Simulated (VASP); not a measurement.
# SnS2 (Berndtite-2T) (P-3m1) in VASP: notebook

Runs on SnS2 (Berndtite-2T). Level: PBEsol. Tasks: single point.

All numbers are computed with VASP 6.6.1; they aren't measurements. Logs are shortened: lines on timing, memory, paths and dates and some standing lists are left out, and cuts for length are marked.

## (1) The cell of the first run

Symmetry: P-3m1, No. 164, trigonal system. The conventional cell has a = 3.639 Å, b = 3.639 Å, c = 5.868 Å, α = 90.00°, β = 90.00°, γ = 120.00°. Within 3.4 Å of Sn (site symmetry -3m) lie 6 S at 2.56 Å. S (site symmetry 3m) has 3 Sn at 2.56 Å within 3.4 Å.

## (2) Single point, PBEsol

File INCAR:

```
PREC = Accurate
ENCUT = 500
EDIFF = 1E-6
ISMEAR = 0
SIGMA = 0.01
LREAL = F
LASPH = T
NELM = 120
ALGO = Normal
ISIF = 2
LWAVE = F
LCHARG = F
GGA = PS
NBANDS = 20
GGA_COMPAT = F
```

File KPOINTS:

```
Automatic mesh
0
Gamma
  3 3 2
```

File POSCAR:

```
SnS2
1.0
    3.6390000000      0.0000000000      0.0000000000
   -1.8195000000      3.1514664400      0.0000000000
    0.0000000000      0.0000000000      5.8680000000
Sn S
1 2
Direct
    0.0000000000      0.0000000000      0.0000000000
    0.3333333333      0.6666666667      0.2500000000
    0.6666666667      0.3333333333      0.7500000000
```

Potentials or basis: VASP PAW PBE potentials, release 64 (Sn_d, S).

On the command line:

```
$ cat potpaw_PBE.64/Sn_d/POTCAR potpaw_PBE.64/S/POTCAR > POTCAR
$ mpirun -np 1 vasp_std > vasp.out
```

OUTCAR:

```text
PREC = Accurate
   ENCUT = 500
   EDIFF = 1E-6
   ISMEAR = 0
   LREAL = F
   LASPH = T
   NELM = 120
   ISIF = 2
   GGA = PS

 ion  position               nearest neighbor table
   1  0.000  0.000  0.000-   2 2.56   3 2.56   3 2.56   2 2.56   3 2.56   2 2.56
   2  0.333  0.667  0.250-   1 2.56   1 2.56   1 2.56
   3  0.667  0.333  0.750-   1 2.56   1 2.56   1 2.56

  LATTYP: Found a hexagonal cell.
 ALAT       =     3.6390000000
 C/A-ratio  =     1.6125309151

  Lattice vectors:

 A1 = (   3.6390000000,   0.0000000000,   0.0000000000)
 A2 = (  -1.8195000000,   3.1514664400,   0.0000000000)
 A3 = (   0.0000000000,   0.0000000000,   5.8680000000)

Analysis of symmetry for initial positions (statically):
=====================================================================
 Subroutine PRICEL returns:
 Original cell was already a primitive cell.

 Routine SETGRP: Setting up the symmetry group for a
 hexagonal supercell.

 Subroutine GETGRP returns: Found 12 space group operations
 (whereof 12 operations were pure point group operations)
 out of a pool of 24 trial point group operations.

The static configuration has the point symmetry D_3d.

Analysis of symmetry for dynamics (positions and initial velocities):
=====================================================================
 Subroutine PRICEL returns:
 Original cell was already a primitive cell.

 Routine SETGRP: Setting up the symmetry group for a
 hexagonal supercell.

 Subroutine GETGRP returns: Found 12 space group operations
 (whereof 12 operations were pure point group operations)
 out of a pool of 24 trial point group operations.

The dynamic configuration has the point symmetry D_3d.

 Subroutine INISYM returns: Found 12 space group operations
 (whereof 12 operations are pure point group operations),
 and found     1 'primitive' translations

----------------------------------------------------------------------------------------

                                     Primitive cell

  volume of cell :      67.2953

  direct lattice vectors                    reciprocal lattice vectors
     3.639000000  0.000000000  0.000000000     0.274800769  0.158656298  0.000000000
    -1.819500000  3.151466440  0.000000000     0.000000000  0.317312597  0.000000000
     0.000000000  0.000000000  5.868000000     0.000000000  0.000000000  0.170415815

  length of vectors
     3.639000000  3.638999996  5.868000000     0.317312597  0.317312597  0.170415815

  position of ions in fractional coordinates (direct lattice)
     0.000000000  0.000000000  0.000000000
     0.333333333  0.666666667  0.250000000
     0.666666667  0.333333333  0.750000000

  ion indices of the primitive-cell ions
   primitive index   ion index
                 1           1
                 2           2
                 3           3

----------------------------------------------------------------------------------------

 KPOINTS: Automatic mesh

Automatic generation of k-mesh.
 Grid dimensions read from file:
 generate k-points for:    3    3    2

 Generating k-lattice:

  Cartesian coordinates                     Fractional coordinates (reciprocal lattice)
     0.091600256  0.052885433  0.000000000     0.333333333  0.000000000  0.000000000
     0.000000000  0.105770866  0.000000000     0.000000000  0.333333333  0.000000000
     0.000000000  0.000000000  0.085207907     0.000000000  0.000000000  0.500000000

  Length of vectors
     0.105770866  0.105770866  0.085207907

  Shift w.r.t. Gamma in fractional coordinates (k-lattice)
     0.000000000  0.000000000  0.000000000

 Subroutine IBZKPT returns following result:
 ===========================================

 Found      6 irreducible k-points:

 Following reciprocal coordinates:
            Coordinates               Weight
  0.000000  0.000000  0.000000      1.000000
  0.333333 -0.000000  0.000000      6.000000
  0.333333  0.333333  0.000000      2.000000
  0.000000  0.000000  0.500000      1.000000
  0.333333 -0.000000  0.500000      6.000000
  0.333333  0.333333  0.500000      2.000000
   k-points           NKPTS =      6   k-points in BZ     NKDIM =      6   number of bands    NBANDS=     20
   number of dos      NEDOS =    301   number of ions     NIONS =      3
   total plane-waves  NPLWV =  37632
   dimension x,y,z NGX =    28 NGY =   28 NGZ =   48
   dimension x,y,z NGXF=    56 NGYF=   56 NGZF=   96
   ions per type =               1   2
   NGX,Y,Z   is equivalent  to a cutoff of  12.79, 12.79, 13.60 a.u.
   NGXF,Y,Z  is equivalent  to a cutoff of  25.58, 25.58, 27.20 a.u.
 SYSTEM =  unknown system
   PREC   = accura    normal or accurate (medium, high low for compatibility)
   ISTART =      0    job   : 0-new  1-cont  2-samecut
   ICHARG =      2    charge: 1-file 2-atom 10-const
   ISPIN  =      1    spin polarized calculation?
   LNONCOLLINEAR =      F non collinear calculations
   LSORBIT =      F    spin-orbit coupling
   LASPH  =      T    aspherical Exc in radial PAW
   ENCUT  =  500.0 eV  36.75 Ry    6.06 a.u.   6.63  6.63 10.70*2*pi/ulx,y,z
   NELM   =    120;   NELMIN=  2; NELMDL= -5     # of ELM steps
   EDIFF  = 0.1E-05   stopping-criterion for ELM
   LREAL  =      F    real-space projection
   EDIFFG = 0.1E-04   stopping-criterion for IOM
   NSW    =      0    number of steps for IOM
   IBRION =     -1    ionic relax: 0-MD 1-quasi-New 2-CG
   NFREE  =      0    steps in history (QN), initial steepest desc. (CG)
   ISIF   =      2    stress and relaxation
   ISYM   =      2    0-nonsym 1-usesym 2-fastsym
   POTIM  = 0.5000    time-step for ionic-motion
   TEBEG  =    0.0;   TEEND  =   0.0 temperature during run
   PSTRESS=    0.0 pullay stress
   NELECT =      26.0000    total number of electrons
   NUPDOWN=      -1.0000    fix difference up-down
   EMIN   =  10.00;   EMAX   =-10.00  energy-range for DOS
   EFERMI =   0.00;   METHOD = LEGACY
   ISMEAR =     0;   SIGMA  =   0.01  broadening in eV -4-tet -1-fermi 0-gaus
   EFERMI_NEDOS =   21; number of points for ismear=-14 and -15
   IALGO  =     38    algorithm
   IMIX   =      4    mixing-type and parameters
     AMIX     =   0.40;   BMIX     =  1.00
     AMIX_MAG =   1.60;   BMIX_MAG =  1.00
  volume/ion in A,a.u.               =      22.43       151.38
  Fermi-wavevector in a.u.,A,eV,Ry     =   1.192352  2.253218 19.343434  1.421702
  Thomas-Fermi vector in A             =   2.328392
   LORBIT       =      0    0 simple, 1 ext, 2 COOP (PROOUT), +10 PAW based schemes
   GGA     = PS    functional components
   LHFCALC =     F    Hartree Fock is set to
   AEXX    =    0.0000 exact exchange contribution
   IVDW    =     0    specifies the selected vdW correction
   LEPSILON=     F    determine dielectric tensor
   LRPA    =     F    only Hartree local field effects (RPA)
 non-spin polarized calculation
 Gauss-broadening in eV      SIGMA  =   0.01
  energy-cutoff  :      500.00
  volume of cell :       67.30
 maximum number of plane-waves:      1737
 NGX is ok and might be reduce to    28
   NGX = 13   NGY = 13   NGZ = 21

 number of electron      26.0000007 magnetization

 Free energy of the ion-electron system (eV)
  ---------------------------------------------------
  ext. energy  EPLUGINS =         0.00000000
  ---------------------------------------------------
  free energy    TOTEN  =       -13.93097913 eV

  energy without entropy =      -13.93097913  energy(sigma->0) =      -13.93097913

 E-fermi :   4.8377     XC(G=0):  -9.8356

 val. band max:        4.7852622961   @ k =   0.0000   0.0000   0.0000
 cond. band min:       6.6055145730   @ k =   0.3333  -0.0000   0.5000
 fundamental gap:      1.8202522769
 Fermi energy:         4.8376567874

 k-point     1 :       0.0000    0.0000    0.0000
  band No.  band energies     occupation
      1     -16.1481      2.00000
      2     -16.1481      2.00000
      3     -16.1209      2.00000
      4     -16.0840      2.00000
      5     -16.0840      2.00000
      6      -9.1209      2.00000
[... 12 lines left out ...]
     19      14.2448      0.00000
     20      14.2448      0.00000

 k-point     2 :       0.3333   -0.0000    0.0000
  band No.  band energies     occupation
      1     -16.2125      2.00000
      2     -16.1227      2.00000
      3     -16.1158      2.00000
      4     -16.0718      2.00000
      5     -16.0556      2.00000
      6      -7.9342      2.00000
[... 12 lines left out ...]
     19      14.0223      0.00000
     20      15.0989      0.00000

 k-point     3 :       0.3333    0.3333    0.0000
  band No.  band energies     occupation
      1     -16.1788      2.00000
      2     -16.1788      2.00000
      3     -16.0768      2.00000
      4     -16.0768      2.00000
      5     -16.0661      2.00000
      6      -6.5367      2.00000
[... 12 lines left out ...]
     19      13.6261      0.00000
     20      13.6261      0.00000

 k-point     4 :       0.0000    0.0000    0.5000
  band No.  band energies     occupation
      1     -16.1481      2.00000
      2     -16.1481      2.00000
      3     -16.1206      2.00000
      4     -16.0840      2.00000
      5     -16.0840      2.00000
      6      -8.9446      2.00000
[... 12 lines left out ...]
     19      13.6645      0.00000
     20      13.6645      0.00000

 k-point     5 :       0.3333   -0.0000    0.5000
  band No.  band energies     occupation
      1     -16.2127      2.00000
      2     -16.1228      2.00000
      3     -16.1159      2.00000
      4     -16.0716      2.00000
      5     -16.0556      2.00000
      6      -7.7791      2.00000
[... 12 lines left out ...]
     19      14.8210      0.00000
     20      15.2253      0.00000

 k-point     6 :       0.3333    0.3333    0.5000
  band No.  band energies     occupation
      1     -16.1790      2.00000
      2     -16.1790      2.00000
      3     -16.0768      2.00000
      4     -16.0768      2.00000
      5     -16.0659      2.00000
      6      -6.5156      2.00000
[... 12 lines left out ...]
     19      14.2858      0.00000
     20      14.3251      0.00000

------------------------ aborting loop because EDIFF is reached ----------------------------------------

  FORCE on cell =-STRESS in cart. coord.  units (eV):
  Direction    XX          YY          ZZ          XY          YZ          ZX
  --------------------------------------------------------------------------------------
  -------------------------------------------------------------------------------------
  Total        1.4545378      1.4545378     -0.0421230      0.0000000      0.0000000     -0.0000000
  in kB       34.6298615     34.6298614     -1.0028719      0.0000000      0.0000000     -0.0000000
  external PRESSURE =      22.7522837 kB  Pullay stress =       0.0000000 kB

 VOLUME and BASIS-vectors are now :
 -----------------------------------------------------------------------------
  energy-cutoff  :      500.00
  volume of cell :       67.30
      direct lattice vectors                 reciprocal lattice vectors
     3.639000000  0.000000000  0.000000000     0.274800769  0.158656298  0.000000000
    -1.819500000  3.151466440  0.000000000     0.000000000  0.317312597  0.000000000
     0.000000000  0.000000000  5.868000000     0.000000000  0.000000000  0.170415815

 POSITION                                       TOTAL-FORCE (eV/Angst)
 -----------------------------------------------------------------------------------
      0.00000      0.00000      0.00000        -0.000000      0.000000      0.000000
     -0.00000      2.10098      1.46700         0.000000      0.000000      0.006934
      1.81950      1.05049      4.40100        -0.000000     -0.000000     -0.006934
 -----------------------------------------------------------------------------------
    total drift:                               -0.000000     -0.000000     -0.000000

  FREE ENERGIE OF THE ION-ELECTRON SYSTEM (eV)
  ---------------------------------------------------
  free  energy   TOTEN  =       -13.9309791268 eV

  energy  without entropy=      -13.9309791268  energy(sigma->0) =      -13.93097913
```

Wall time 8.1 s (1 thread of Intel Xeon 6975P-C, shared host); peak memory 0.18 GiB.

What came out:

```yaml
Free_energy: -13.9310 eV
Pressure: 2.3 GPa
Largest_force: 0.007 eV/Å
Band_gap_on_the_k_mesh: 1.82 eV, indirect (least direct gap 1.88 eV)
```

Forces on the atoms (eV/Å):
```
Sn   0.000  0.000  0.000
S    0.000  0.000  0.007
S    0.000  0.000 -0.007
```

Caveat: the k points lie up to 0.66 Å⁻¹ apart; the PAW data sets were made with another functional, which shifts forces and pressure a little; spin-orbit coupling is left out, which moves the levels of the heavy elements; this functional lacks dispersion, which binds the layers, so the pressure and a relaxed spacing across them are unreliable.

## (3) Single point, PBEsol

File INCAR:

```
  PREC = Accurate
  ENCUT = 500
  EDIFF = 1E-6
  ISMEAR = 0
  SIGMA = 0.01
  LREAL = False
  LASPH = True
  NELM = 120
  ALGO = Normal
  ISIF = 2
  LWAVE = False
  LCHARG = False
  GGA = PS
  NBANDS = 20
  GGA_COMPAT = False
```

File KPOINTS:

```
Automatic mesh
0
Gamma
  4 4 2
```

POSCAR is that of step 2.

Potentials or basis: VASP PAW PBE potentials, release 64 (Sn_d, S).

On the command line:

```
$ cat potpaw_PBE.64/Sn_d/POTCAR potpaw_PBE.64/S/POTCAR > POTCAR
$ mpirun -np 1 vasp_std > vasp.out
```

It took 8.7 s on 1 thread of Intel Xeon 6975P-C, shared host; peak memory 0.18 GiB.

The run converged. Its results:

| Property | Result |
| --- | --- |
| Free energy | -14.1934 eV |
| Pressure | 1.4 GPa |
| Largest force | 0.068 eV/Å |
| Band gap on the k mesh | 1.43 eV, indirect (least direct gap 1.89 eV) |

Forces in eV/Å, atoms in the order of the input:
```
Sn   0.000  0.000  0.000
S    0.000  0.000  0.068
S    0.000  0.000 -0.068
```

Stress tensor (GPa, compression positive):
```
1.73 0.00 0.00
0.00 1.73 0.00
0.00 0.00 0.67
```

Levels at points of the mesh, in eV from the valence-band top:
| k point | band 11 | band 12 | band 13 | band 14 | band 15 | band 16 |
| --- | --- | --- | --- | --- | --- | --- |
| (0.00, 0.00, 0.00) | -0.36 | -0.36 | 0.00 | 1.89 | 3.52 | 5.36 |
| (0.50, 0.00, 0.00) | -2.61 | -1.09 | -0.29 | 1.65 | 4.36 | 5.80 |
| (0.00, 0.00, 0.50) | -0.74 | -0.22 | -0.22 | 3.09 | 3.60 | 5.10 |
| (0.50, 0.00, 0.50) | -1.86 | -0.76 | -0.65 | 1.43 | 4.57 | 5.43 |

Caveat: the k points lie up to 0.54 Å⁻¹ apart; the PAW data sets were made with another functional, which shifts forces and pressure a little; spin-orbit coupling is left out, which moves the levels of the heavy elements; this functional lacks dispersion, which binds the layers, so the pressure and a relaxed spacing across them are unreliable.
